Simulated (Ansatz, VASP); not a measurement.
**One calculation of Sn3C, two programs**

```
Sn C
1.0
     0.00000    3.60461    3.60461
     3.60461    0.00000    3.60461
     3.60461    3.60461    0.00000
Sn C
3 1
Cartesian
  1.8023 1.8023 1.8023
  5.4069 5.4069 5.4069
  3.6046 3.6046 3.6046
  0.0000 0.0000 0.0000
```

Alike in both runs: task single point; functional PBE; k mesh 4 × 4 × 4; occupations gaussian, width 0.1 eV; no spin polarisation.

|  | VASP | Ansatz |
| --- | --- | --- |
| version | VASP 6.6.1 | Ansatz 0.2.0 |
| potentials or method | VASP PAW PBE potentials, release 64 (Sn_d, C), cutoff 520 eV | scalar-relativistic, plane waves, PAW |
| valence electrons in the cell | 46 | 46 |

```tsv
	VASP	Ansatz	Ansatz less VASP
gap on the k mesh at the Fermi level (eV)	none	none	-
pressure (GPa)	-3.7	-3.7	+0.06
```

A gap of «none» marks a metal or a gap that the smearing closes. The functional is the same, so the differences come from potentials, cutoffs and numerics.

The k mesh is coarse, so the values compare programs but aren't converged.
